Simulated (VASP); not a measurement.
Here is a VASP 6.6.1 calculation.

Contents of INCAR:

```
SYSTEM = Na
ALGO = Fast
EDIFF = 1E-6
ENCUT = 520
GGA = PE
ISIF = 2
ISMEAR = 0
LASPH = .TRUE.
LCHARG = .FALSE.
LREAL = .FALSE.
LWAVE = .FALSE.
NBANDS = 10
NELM = 60
PREC = Accurate
SIGMA = 0.05
```

File KPOINTS:

```
k-points
0
G
  6 6 6
  0 0 0
```

POSCAR

```
Na
1.0
   -2.1121762316      2.1121762316      2.1121762316
    2.1121762316     -2.1121762316      2.1121762316
    2.1121762316      2.1121762316     -2.1121762316
Na
1
Direct
    0.0000000000      0.0000000000      0.0000000000
```

Potentials or basis: VASP PAW PBE potentials, release 64 (Na_pv).

Launch:

```console
$ cat potpaw_PBE.64/Na_pv/POTCAR > POTCAR
$ mpirun -np 1 vasp_std > vasp.out
```

**Question.** What does it give for the pressure?

**Answer.** -0.1 GPa.
